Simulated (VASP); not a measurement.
Wanted: the native input for a VASP 6.6.1 run.

```
Task                   : single point
Functional             : r2SCAN
Potentials or basis    : VASP PAW PBE potentials, release 64 (Al, Ga_d, N_h)
Cutoff                 : 910 eV
k mesh                 : 8 × 8 × 6
Occupations            : gaussian, width 0.05 eV
Spin                   : no spin polarisation
Dipole correction      : no
Further INCAR settings : ALGO = Normal; EDIFF = 1e-06; NBANDS = 21
```

The system is AlGaN2.

```
Al Ga N
1.0
     3.23510    0.00000    0.00000
     0.00000    3.23510    0.00000
     0.00000    0.00000    4.55655
Al Ga N
1 1 2
Direct
  0.50000 0.50000 0.50000
  0.00000 0.00000 0.00000
  0.50000 0.00000 0.73826
  0.00000 0.50000 0.26174
```

This cell differs from its parent crystal: strain +0.030 along x and y, +0.030 along z.

The input as run:

POSCAR

```
AlGaN2
1.0
    3.2351033602      0.0000000000      0.0000000000
    0.0000000000      3.2351033602      0.0000000000
    0.0000000000      0.0000000000      4.5565530782
Al Ga N
1 1 2
Direct
    0.5000000000      0.5000000000      0.5000000000
    0.0000000000      0.0000000000      0.0000000000
    0.5000000000      0.0000000000      0.7382648100
    0.0000000000      0.5000000000      0.2617351900
```

INCAR.step1

```
SYSTEM = AlGaN2
PREC = Accurate
ENCUT = 910
ISMEAR = 0
SIGMA = 0.05
LREAL = .False.
LASPH = .True.
NELM = 120
NBANDS = 21
GGA = PE
ALGO = Normal
EDIFF = 1E-5
LWAVE = .True.
LCHARG = .False.
GGA_COMPAT = .False.
```

INCAR.step2

```
SYSTEM = AlGaN2
PREC = Accurate
ENCUT = 910
EDIFF = 1E-6
ISMEAR = 0
SIGMA = 0.05
LREAL = .False.
LASPH = .True.
NELM = 120
ALGO = Normal
ISIF = 2
LWAVE = .False.
LCHARG = .True.
METAGGA = R2SCAN
LMIXTAU = .True.
LELF = .True.
LVHAR = .True.
NBANDS = 21
ISTART = 1
GGA_COMPAT = .False.
```

KPOINTS

```
Automatic mesh
0
Gamma
  8 8 6
  0 0 0
```

Potentials or basis: VASP PAW PBE potentials, release 64 (Al, Ga_d, N_h).

Command:

```bash
$ cat potpaw_PBE.64/Al/POTCAR potpaw_PBE.64/Ga_d/POTCAR potpaw_PBE.64/N_h/POTCAR > POTCAR
$ cp INCAR.step1 INCAR
$ mpirun -np 1 vasp_std > vasp.out
$ cp INCAR.step2 INCAR
$ mpirun -np 1 vasp_std > vasp.out
```

Results of the run:

The pressure is -15.2 GPa and the band gap on the k mesh is 2.69 eV.

Caveat: the cell differs from its parent crystal (strain +0.030 along x and y, +0.030 along z); the cutoff is under 1.25 times the usual one of these potentials, so pressure, stress and relaxed cells hold a basis-set (Pulay) error; the cell stands under tension; the PAW data sets were made with another functional, which shifts forces and pressure a little.

Wall time 2.8 min on 1 thread of Intel(R) Xeon(R) 6975P-C (Granite Rapids), on a shared host, peak memory 0.32 GiB.
